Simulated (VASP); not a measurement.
A run of VASP 6.6.1 is set up as follows.

INCAR

```
SYSTEM = HoSi2O
ALGO = Normal
EDIFF = 1E-6
ENCUT = 600
GGA = PE
GGA_COMPAT = .FALSE.
ISIF = 2
ISMEAR = 0
LASPH = .TRUE.
LCHARG = .FALSE.
LMAXMIX = 6
LREAL = .FALSE.
LWAVE = .FALSE.
NBANDS = 20
NELM = 200
PREC = Accurate
SIGMA = 0.1
```

KPOINTS

```
k-points
0
G
  4 4 4
  0 0 0
```

The input POSCAR:

```
HoSi2O
1.0
    4.1167182278      0.0000000000      0.0000000000
    0.0000000000      4.1167182278      0.0000000000
    0.0000000000      0.0000000000      4.5983095671
Ho Si O
1 2 1
Direct
    0.0000000000      0.0000000000      0.9806201287
    0.5000000000      0.0000000000      0.4806313025
    0.0000000000      0.5000000000      0.4806313025
    0.0000000000      0.0000000000      0.4806315663
```

Potentials or basis: VASP PAW PBE potentials, release 64 (Ho_3, Si, O), 4f in core.

Launch:

```console
$ cat potpaw_PBE.64/Ho_3/POTCAR potpaw_PBE.64/Si/POTCAR potpaw_PBE.64/O/POTCAR > POTCAR
$ mpirun -np 1 vasp_std > vasp.out
```

Task: What does it give for the band gap on the k mesh?

Result: Zero (an odd number of electrons rules out a gap without spin polarisation).

Task: What does it give for the pressure?

Result: 0.3 GPa.

Stress tensor (GPa, compression positive):
```
0.12 0.00 0.00
0.00 0.12 0.00
0.00 0.00 0.59
```

Caveat: the k points lie up to 0.38 Å⁻¹ apart, too coarse for converged energies and pressures of a metal; spin-orbit coupling is left out, which moves the levels of the heavy elements; the 4f electrons are frozen in the core, so they carry no moment and show no levels; an odd number of electrons without spin polarisation forces a metal; a magnetic or distorted state may lie lower; the run has no spin polarisation, though such a crystal can be magnetic. Spin polarisation is off, so any magnetic state and its effect on volume and gap are missing.
